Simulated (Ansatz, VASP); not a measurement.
**LiF in VASP and in Ansatz**

File INCAR:

```
PREC = Accurate ; ENCUT = 520
EDIFF = 1E-8 ; ISMEAR = -1
SIGMA = 0.03 ; LREAL = F
LASPH = T ; NELM = 60
ALGO = Normal ; ISIF = 2
LWAVE = F ; LCHARG = F
GGA = PE ; LEFG = T
NBANDS = 12
```

The input KPOINTS:

```
Automatic mesh
0
Gamma
  10 10 10
```

POSCAR

```
LiF
1.0
    0.0000000000      2.0140000000      2.0140000000
    2.0140000000      0.0000000000      2.0140000000
    2.0140000000      2.0140000000      0.0000000000
Li F
1 1
Direct
    0.0172000993      0.0172000993      0.0172000993
    0.5000000000      0.5000000000      0.5000000000
```

Input for Ansatz:

```yaml
crystal:
  lattice:
    - [0.0, 2.014, 2.014]
    - [2.014, 0.0, 2.014]
    - [2.014, 2.014, 0.0]
  atoms:
    - { symbol: Li, position: [0.0172000993, 0.0172000993, 0.0172000993] }
    - { symbol: F, position: [0.5, 0.5, 0.5] }
kpoints:
  mp_grid: { grid: [10, 10, 10] }
scf:
  occupations: { method: fermi_dirac, width: 0.03 }
hamiltonian:
  xc: pbe
  pseudopotentials: { kind: all_electron, datasets: crystal }
output:
  forces: true
  stress: true
  eigenvalues: true
  efg: { contact_densities: true }
```

Alike in both runs: task electric field gradients; functional PBE; k mesh 10 × 10 × 10; occupations fermi-dirac, width 0.03 eV; no spin polarisation.

|  | VASP | Ansatz |
| --- | --- | --- |
| version | VASP 6.6.1 | Ansatz 0.2.0 |
| potentials or method | VASP PAW PBE potentials, release 64 (Li_sv, F), cutoff 520 eV | all-electron PAW with datasets made for the crystal, scalar-relativistic |

Ansatz gave:

- gap on the k mesh at the Fermi level (eV): 9.04
- rms of the force components (eV/Å): 0.110
- size of Vzz on the site where it differs most (V/Å²): 0.1

**Question.** Which values does VASP return?

**Answer.** gap on the k mesh at the Fermi level (eV): 9.06; rms of the force components (eV/Å): 0.116; size of Vzz on the site where it differs most (V/Å²): 0.1.

Atom by atom the forces differ by 0.005 eV/Å (rms over components). Ansatz ran all-electron here, and VASP with PAW potentials.

Noted on VASP's run: the cutoff is under 1.25 times that of the potentials, so the pressure is a little rough.
